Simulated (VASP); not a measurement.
# Bi (Im-3m) in VASP: settings compared

Aim: see how the results for Bi move with the level of theory and the settings. Levels: HF, rpbe exchange, lyp correlation, PBE+D3(BJ). Tasks: relaxation of cell and atoms, single point.

All numbers are computed with VASP 6.6.1; they aren't measurements. Logs are shortened: lines on timing, memory, paths and dates and some standing lists are left out, and cuts for length are marked.

### 1 The cell of the first run

It takes space group Im-3m (No. 229, cubic). The conventional cell has a = 3.963 Å, b = 3.963 Å, c = 3.963 Å, α = 90.00°, β = 90.00°, γ = 90.00°. Within 4.5 Å of Bi (site symmetry m-3m) lie 14 Bi at 3.43 to 3.96 Å.

This isn't the form of Bi at room conditions, which is rhombohedral.

### 2 Relaxation of cell and atoms, HF

Contents of POSCAR:

```
Bi
1.0
   -1.9814305318      1.9814305318      1.9814305318
    1.9814305318     -1.9814305318      1.9814305318
    1.9814305318      1.9814305318     -1.9814305318
Bi
1
Direct
    0.0000000000      0.0000000000      0.0000000000
```

Contents of INCAR.step1:

```
SYSTEM = Bi
ALGO = Normal
EDIFF = 1E-5
ENCUT = 600
GGA = PE
ISMEAR = -1
LASPH = .TRUE.
LCHARG = .FALSE.
LREAL = .FALSE.
LWAVE = .TRUE.
NBANDS = 14
NELM = 80
PREC = Accurate
SIGMA = 0.05
```

Contents of INCAR.step2:

```
SYSTEM = Bi
AEXX = 1.0
AGGAC = 0.0
ALDAC = 0.0
ALGO = Normal
EDIFF = 1E-6
EDIFFG = -0.01
ENCUT = 600
GGA = PE
IBRION = 2
ISIF = 3
ISMEAR = -1
ISTART = 1
LASPH = .TRUE.
LCHARG = .FALSE.
LHFCALC = .TRUE.
LREAL = .FALSE.
LWAVE = .FALSE.
NELM = 80
NSW = 60
PREC = Accurate
PRECFOCK = Normal
SIGMA = 0.05
```

Contents of KPOINTS:

```
k-points
0
G
  5 5 5
  0 0 0
```

Potentials or basis: VASP PAW PBE potentials, release 64 (Bi_d).

The run is started by

```console
cat potpaw_PBE.64/Bi_d/POTCAR > POTCAR
cp INCAR.step1 INCAR
mpirun -np 1 vasp_std > vasp.out
cp INCAR.step2 INCAR
mpirun -np 1 vasp_std > vasp.out
```

OUTCAR:

```text
SYSTEM = Bi
   AEXX = 1.0
   EDIFF = 1E-6
   EDIFFG = -0.01
   ENCUT = 600
   GGA = PE
   IBRION = 2
   ISIF = 3
   ISMEAR = -1
   ISTART = 1
   LASPH = .TRUE.
   LHFCALC = .TRUE.
   LREAL = .FALSE.
   NELM = 80
   NSW = 60
   PREC = Accurate
   PRECFOCK = Normal

 ion  position               nearest neighbor table
   1  0.000  0.000  0.000-

  LATTYP: Found a body centered cubic cell.
 ALAT       =     3.9628610636

  Lattice vectors:

 A1 = (  -1.9814305318,   1.9814305318,   1.9814305318)
 A2 = (   1.9814305318,  -1.9814305318,   1.9814305318)
 A3 = (   1.9814305318,   1.9814305318,  -1.9814305318)

Analysis of symmetry for initial positions (statically):
=====================================================================
 Subroutine PRICEL returns:
 Original cell was already a primitive cell.

 Routine SETGRP: Setting up the symmetry group for a
 body centered cubic supercell.

 Subroutine GETGRP returns: Found 48 space group operations
 (whereof 48 operations were pure point group operations)
 out of a pool of 48 trial point group operations.

The static configuration has the point symmetry O_h .

Analysis of symmetry for dynamics (positions and initial velocities):
=====================================================================
 Subroutine PRICEL returns:
 Original cell was already a primitive cell.

 Routine SETGRP: Setting up the symmetry group for a
 body centered cubic supercell.

 Subroutine GETGRP returns: Found 48 space group operations
 (whereof 48 operations were pure point group operations)
 out of a pool of 48 trial point group operations.

The dynamic configuration has the point symmetry O_h .

 Subroutine INISYM returns: Found 48 space group operations
 (whereof 48 operations are pure point group operations),
 and found     1 'primitive' translations

----------------------------------------------------------------------------------------

                                     Primitive cell

  volume of cell :      31.1169

  direct lattice vectors                    reciprocal lattice vectors
    -1.981430532  1.981430532  1.981430532     0.000000000  0.252342937  0.252342937
     1.981430532 -1.981430532  1.981430532     0.252342937  0.000000000  0.252342937
     1.981430532  1.981430532 -1.981430532     0.252342937  0.252342937  0.000000000

  length of vectors
     3.431938353  3.431938353  3.431938353     0.356866804  0.356866804  0.356866804

  position of ions in fractional coordinates (direct lattice)
     0.000000000  0.000000000  0.000000000

  ion indices of the primitive-cell ions
   primitive index   ion index
                 1           1

----------------------------------------------------------------------------------------

 KPOINTS: k-points

Automatic generation of k-mesh.
 Grid dimensions read from file:
 generate k-points for:    5    5    5

 Generating k-lattice:

  Cartesian coordinates                     Fractional coordinates (reciprocal lattice)
     0.000000000  0.050468587  0.050468587     0.200000000  0.000000000  0.000000000
     0.050468587  0.000000000  0.050468587     0.000000000  0.200000000  0.000000000
     0.050468587  0.050468587  0.000000000     0.000000000  0.000000000  0.200000000

  Length of vectors
     0.071373361  0.071373361  0.071373361

  Shift w.r.t. Gamma in fractional coordinates (k-lattice)
     0.000000000  0.000000000  0.000000000

 Subroutine IBZKPT returns following result:
 ===========================================

 Found     10 irreducible k-points:

 Following reciprocal coordinates:
            Coordinates               Weight
  0.000000  0.000000  0.000000      1.000000
  0.200000  0.000000  0.000000     12.000000
  0.400000  0.000000  0.000000     12.000000
  0.200000  0.200000  0.000000     24.000000
  0.400000  0.200000  0.000000     24.000000
  0.200000  0.200000  0.200000      8.000000
 -0.200000  0.200000  0.200000      6.000000
 -0.400000  0.400000  0.200000     24.000000
 -0.400000 -0.400000  0.200000      8.000000
 -0.400000  0.400000  0.400000      6.000000
   k-points           NKPTS =     10   k-points in BZ     NKDIM =    125   number of bands    NBANDS=     11
   number of dos      NEDOS =    301   number of ions     NIONS =      1
   total plane-waves  NPLWV =  21952
   dimension x,y,z NGX =    28 NGY =   28 NGZ =   28
   dimension x,y,z NGXF=    56 NGYF=   56 NGZF=   56
   ions per type =               1
   NGX,Y,Z   is equivalent  to a cutoff of  13.56, 13.56, 13.56 a.u.
   NGXF,Y,Z  is equivalent  to a cutoff of  27.13, 27.13, 27.13 a.u.
 SYSTEM =  Bi
   PREC   = accura    normal or accurate (medium, high low for compatibility)
   ISTART =      1    job   : 0-new  1-cont  2-samecut
   ICHARG =      0    charge: 1-file 2-atom 10-const
   ISPIN  =      1    spin polarized calculation?
   LNONCOLLINEAR =      F non collinear calculations
   LSORBIT =      F    spin-orbit coupling
   LASPH  =      T    aspherical Exc in radial PAW
   ENCUT  =  600.0 eV  44.10 Ry    6.64 a.u.   6.85  6.85  6.85*2*pi/ulx,y,z
   NELM   =     80;   NELMIN=  2; NELMDL=  0     # of ELM steps
   EDIFF  = 0.1E-05   stopping-criterion for ELM
   LREAL  =      F    real-space projection
   EDIFFG = -.1E-01   stopping-criterion for IOM
   NSW    =     60    number of steps for IOM
   IBRION =      2    ionic relax: 0-MD 1-quasi-New 2-CG
   NFREE  =      1    steps in history (QN), initial steepest desc. (CG)
   ISIF   =      3    stress and relaxation
   ISYM   =      3    0-nonsym 1-usesym 2-fastsym
   POTIM  = 0.5000    time-step for ionic-motion
   TEBEG  =    0.0;   TEEND  =   0.0 temperature during run
   PSTRESS=    0.0 pullay stress
   NELECT =      15.0000    total number of electrons
   NUPDOWN=      -1.0000    fix difference up-down
   EMIN   =  10.00;   EMAX   =-10.00  energy-range for DOS
   EFERMI =   0.00;   METHOD = LEGACY
   ISMEAR =    -1;   SIGMA  =   0.05  broadening in eV -4-tet -1-fermi 0-gaus
   EFERMI_NEDOS =   21; number of points for ismear=-14 and -15
   IALGO  =     38    algorithm
   IMIX   =      1    mixing-type and parameters
     AMIX     =   0.40;   BMIX     =  1.00
     AMIX_MAG =   1.60;   BMIX_MAG =  1.00
  volume/ion in A,a.u.               =      31.12       209.99
  Fermi-wavevector in a.u.,A,eV,Ry     =   1.283630  2.425708 22.418388  1.647705
  Thomas-Fermi vector in A             =   2.415871
   LORBIT       =      0    0 simple, 1 ext, 2 COOP (PROOUT), +10 PAW based schemes
   GGA     = PE    functional components
   LHFCALC =     T    Hartree Fock is set to
   PRECFOCK=normal    Normal, Fast or Accurate (Low or Medium for compatibility)
   ENCUT4O =  -1.0   cutoff for four orbital integrals eV
   NKREDX  =     1    reduce k-point grid by
   NKREDY  =     1    reduce k-point grid by
   NKREDZ  =     1    reduce k-point grid by
   AEXX    =    1.0000 exact exchange contribution
   HFSCREEN=    0.0000 screening length (either q_TF or 0.3 A-1)
   HFSCREENC=   0.0000 screening length for correlation (either q_TF or 0.3 A-1)
   ENCUTFOCK=  -1.0 apply spherical cutoff to Coloumb kernel
   IVDW    =     0    specifies the selected vdW correction
   LEPSILON=     F    determine dielectric tensor
   LRPA    =     F    only Hartree local field effects (RPA)
 conjugate gradient relaxation of ions
 non-spin polarized calculation
  energy-cutoff  :      600.00
  volume of cell :       31.12
 maximum number of plane-waves:      1055
  NGX = 24; NGY = 24; NGZ = 24

--------------------------------------- Ionic step        1  -------------------------------------------

 number of electron      14.9999994 magnetization

 Free energy of the ion-electron system (eV)
  ---------------------------------------------------
  ext. energy  EPLUGINS =         0.00000000
  ---------------------------------------------------
  free energy    TOTEN  =        -7.01424843 eV

  energy without entropy =       -7.00175664  energy(sigma->0) =       -7.00800254

------------------------ aborting loop because EDIFF is reached ----------------------------------------

  FORCE on cell =-STRESS in cart. coord.  units (eV):
  Direction    XX          YY          ZZ          XY          YZ          ZX
  --------------------------------------------------------------------------------------
  -------------------------------------------------------------------------------------
  Total        0.6190401      0.6190401      0.6190401      0.0000000     -0.0000000      0.0000000
  in kB       31.8737247     31.8737247     31.8737247      0.0000000     -0.0000000      0.0000000
  external PRESSURE =      31.8737247 kB  Pullay stress =       0.0000000 kB

 VOLUME and BASIS-vectors are now :
 -----------------------------------------------------------------------------
  energy-cutoff  :      600.00
  volume of cell :       31.12
      direct lattice vectors                 reciprocal lattice vectors
    -1.981430532  1.981430532  1.981430532     0.000000000  0.252342937  0.252342937
     1.981430532 -1.981430532  1.981430532     0.252342937  0.000000000  0.252342937
     1.981430532  1.981430532 -1.981430532     0.252342937  0.252342937  0.000000000
[... 71 lines left out ...]
 POSITION                                       TOTAL-FORCE (eV/Angst)
 -----------------------------------------------------------------------------------
      0.00000      0.00000      0.00000         0.000000      0.000000      0.000000
 -----------------------------------------------------------------------------------
    total drift:                               -0.000000     -0.000000      0.000000

  FREE ENERGIE OF THE ION-ELECTRON SYSTEM (eV)
  ---------------------------------------------------
  free  energy   TOTEN  =        -7.0300689630 eV

  energy  without entropy=       -7.0175888371  energy(sigma->0) =       -7.02382890

--------------------------------------- Ionic step        4  -------------------------------------------

 number of electron      15.0000006 magnetization

 Free energy of the ion-electron system (eV)
  ---------------------------------------------------
  ext. energy  EPLUGINS =         0.00000000
  ---------------------------------------------------
  free energy    TOTEN  =        -7.03004530 eV

  energy without entropy =       -7.01756512  energy(sigma->0) =       -7.02380521

 E-fermi :   8.3690     XC(G=0):   0.0000

 val. band max:        8.3389127220   @ k =  -0.4000   0.4000   0.2000
 cond. band min:      10.2818329911   @ k =   0.2000   0.2000   0.0000
 fundamental gap:      1.9429202692
 Fermi energy:         8.3689517973

 k-point     1 :       0.0000    0.0000    0.0000
  band No.  band energies     occupation
      1     -24.6528      2.00000
      2     -24.6528      2.00000
      3     -24.6528      2.00000
      4     -24.5008      2.00000
      5     -24.5008      2.00000
      6     -12.1322      2.00000
      7      17.1994      0.00000
      8      17.1994      0.00000
      9      17.1994      0.00000
     10      21.6327      0.00000
     11      23.7506      0.00000

 k-point     2 :       0.2000    0.0000    0.0000
  band No.  band energies     occupation
      1     -24.6689      2.00000
      2     -24.6329      2.00000
      3     -24.5767      2.00000
      4     -24.5168      2.00000
      5     -24.5054      2.00000
      6     -11.1115      2.00000
      7      10.7181      0.00000
      8      14.9288      0.00000
      9      16.3986      0.00000
     10      19.9574      0.00000
     11      21.1965      0.00000
[... 132 lines left out ...]
 POSITION                                       TOTAL-FORCE (eV/Angst)
 -----------------------------------------------------------------------------------
      0.00000     -0.00000      0.00000        -0.000000      0.000000     -0.000000
 -----------------------------------------------------------------------------------
    total drift:                                0.000000      0.000000     -0.000000

  FREE ENERGIE OF THE ION-ELECTRON SYSTEM (eV)
  ---------------------------------------------------
  free  energy   TOTEN  =        -7.0300452969 eV

  energy  without entropy=       -7.0175651175  energy(sigma->0) =       -7.02380521

 reached required accuracy - stopping structural energy minimisation
```

It took 44 min on 1 thread of Intel Xeon Platinum 8259CL at 2.50GHz (Skylake/Cascade Lake), shared host; peak memory 0.18 GiB.

Results:

```
Free energy                           : -7.0300 eV
Relaxed volume                        : 32.68 Å³/atom
Relaxed cell                          : a = 3.489 Å, b = 3.489 Å, c = 3.489 Å, α = 109.47°, β = 109.47°, γ = 109.47°
Space group after relaxing (to 0.1 Å) : Im-3m (No. 229)
Energy gained by relaxing             : 15.8 meV/atom
Ionic steps                           : 4
Pressure after relaxing               : 0.0 GPa
Band gap on the k mesh                : zero (an odd number of electrons rules out a gap without spin polarisation)
```

Step by step:
| step | energy change (eV) | largest force (eV/Å) | pressure (GPa) | volume (Å³) |
| --- | --- | --- | --- | --- |
| 1 | 0.0000 | 0.0000 | 3.19 | 31.12 |
| 2 | -0.0080 | 0.0000 | -1.79 | 33.99 |
| 3 | -0.0158 | 0.0000 | -0.13 | 32.75 |
| 4 | -0.0158 | 0.0000 | -0.01 | 32.68 |

Final structure:
```xyz
1
Lattice="-2.0141 2.0141 2.0141 2.0141 -2.0141 2.0141 2.0141 2.0141 -2.0141" Properties=species:S:1:pos:R:3 pbc="T T T"
Bi    0.0000    0.0000    0.0000
```

Caveat: the k points lie up to 0.44 Å⁻¹ apart in the final cell, too coarse for converged energies and pressures of a metal; the PAW data sets were made with another functional, which shifts forces and pressure a little; spin-orbit coupling is left out, which moves the levels of the heavy elements.

### 3 Single point, rpbe exchange, lyp correlation, collinear spin, zero start

Contents of INCAR:

```
SYSTEM = Bi
  PREC = Accurate
  ENCUT = 500
  EDIFF = 1E-6
  ISMEAR = -1
  SIGMA = 0.1
  LREAL = .FALSE.
  LASPH = .TRUE.
  NELM = 200
  ALGO = Normal
  ISIF = 2
  LWAVE = .FALSE.
  LCHARG = .FALSE.
  ISPIN = 2
  MAGMOM = 0
  LORBIT = 11
  NUPDOWN = 0.0
  GGA = LIBXC
  LIBXC1 = GGA_X_RPBE
  LIBXC2 = GGA_C_LYP
  NBANDS = 18
  GGA_COMPAT = .FALSE.
```

Contents of KPOINTS:

```
regular mesh
0
G
  9 9 9
  0 0 0
```

POSCAR is that of step 2.

Potentials or basis: VASP PAW PBE potentials, release 64 (Bi_d).

The run is started by

```console
cat potpaw_PBE.64/Bi_d/POTCAR > POTCAR
mpirun -np 1 vasp_std > vasp.out
```

Run time: 28 s. Hardware: 1 thread of Intel Xeon Platinum 8259CL at 2.50GHz (Skylake/Cascade Lake), shared host; peak memory 0.18 GiB.

It converged, with:

| Quantity | Value |
| --- | --- |
| Free energy | -2.6365 eV |
| Pressure | 6.6 GPa |
| Net moment | 0.00 μB per cell |
| Valence electrons inside the program's atomic spheres | Bi 12.77 |

Caveat: the cell stands under pressure; the PAW data sets were made with another functional, which shifts forces and pressure a little; spin-orbit coupling is left out, which moves the levels of the heavy elements; the total moment is fixed, so each spin has its own Fermi level.

### 4 Single point, PBE+D3(BJ), collinear spin, zero start

Contents of INCAR:

```
ALGO = Normal
EDIFF = 1E-6
ENCUT = 500
GGA = PE
GGA_COMPAT = False
ISIF = 2
ISMEAR = -5
ISPIN = 2
IVDW = 12
LASPH = True
LCHARG = False
LORBIT = 11
LREAL = False
LWAVE = False
MAGMOM = 0
NBANDS = 18
NELM = 200
PREC = Accurate
SIGMA = 0.05
```

Contents of KPOINTS:

```
k-points
0
Gamma
  9 9 9
```

Contents of POSCAR:

```
Bi
1.0
   -1.9814305300      1.9814305300      1.9814305300
    1.9814305300     -1.9814305300      1.9814305300
    1.9814305300      1.9814305300     -1.9814305300
Bi
1
Direct
    0.0000000000      0.0000000000      0.0000000000
```

The run is started by

```console
cat potpaw_PBE.64/Bi_d/POTCAR > POTCAR
mpirun -np 1 vasp_std > vasp.out
```

It took 28 s on 1 thread of Intel Xeon Platinum 8259CL at 2.50GHz (Skylake/Cascade Lake), shared host; peak memory 0.2 GiB.

Results (log left out):

| Quantity | Value |
| --- | --- |
| Free energy | -4.2629 eV |
| Pressure | -1.6 GPa |
| Net moment | 0.00 μB per cell |
| Valence electrons inside the program's atomic spheres | Bi 12.74 |
| Dispersion energy per atom | -0.507 eV |

Levels at points of the mesh, in eV from the Fermi level:
Spin up:
| k point | band 5 | band 6 | band 7 | band 8 | band 9 | band 10 |
| --- | --- | --- | --- | --- | --- | --- |
| (0.00, 0.00, 0.00) | -22.93 | -13.55 | 5.10 | 5.10 | 5.10 | 9.11 |
Spin down:
```tsv
k point	band 5	band 6	band 7	band 8	band 9	band 10
(0.00, 0.00, 0.00)	-22.93	-13.55	5.10	5.10	5.10	9.11
```

Caveat: three body term missing; spin-orbit coupling is left out, which moves the levels of the heavy elements; tetrahedron occupations give inexact forces and stress in metals.

### 5 Summary

| task | level | spin | fixed moment (μB) | cell | k mesh | cutoff (eV) | smearing | grid for exact exchange (PRECFOCK) | share of exact exchange | gap on the mesh (eV) | pressure (GPa) | moment (μB) |
| --- | --- | --- | --- | --- | --- | --- | --- | --- | --- | --- | --- | --- |
| relaxation of cell and atoms | HF | off | - | relaxed | 5 × 5 × 5 | 600 | fermi-dirac 0.05 eV | Normal | 1 | none | 0.0 | - |
| single point | rpbe exchange, lyp correlation | collinear, zero start | 0.0 | as given | 9 × 9 × 9 | 500 | fermi-dirac 0.1 eV | - | - | - | 6.6 | 0.00 |
| single point | PBE+D3(BJ) | collinear, zero start | - | as given | 9 × 9 × 9 | 500 | tetrahedron | - | - | none | -1.6 | 0.00 |

Alike in all rows: potentials or basis VASP PAW PBE potentials, release 64 (Bi_d).

Caveats: some runs use coarse meshes; spin-orbit coupling is left out, which moves the levels of the heavy elements; the PAW data sets were made with another functional, which shifts forces and pressure a little (at least some runs); the cell stands under pressure (at least some runs); the total moment is fixed, so each spin has its own Fermi level (at least some runs); three body term missing (at least some runs); tetrahedron occupations give inexact forces and stress in metals (at least some runs).

Absolute energies hang on the potentials; compare differences alone.
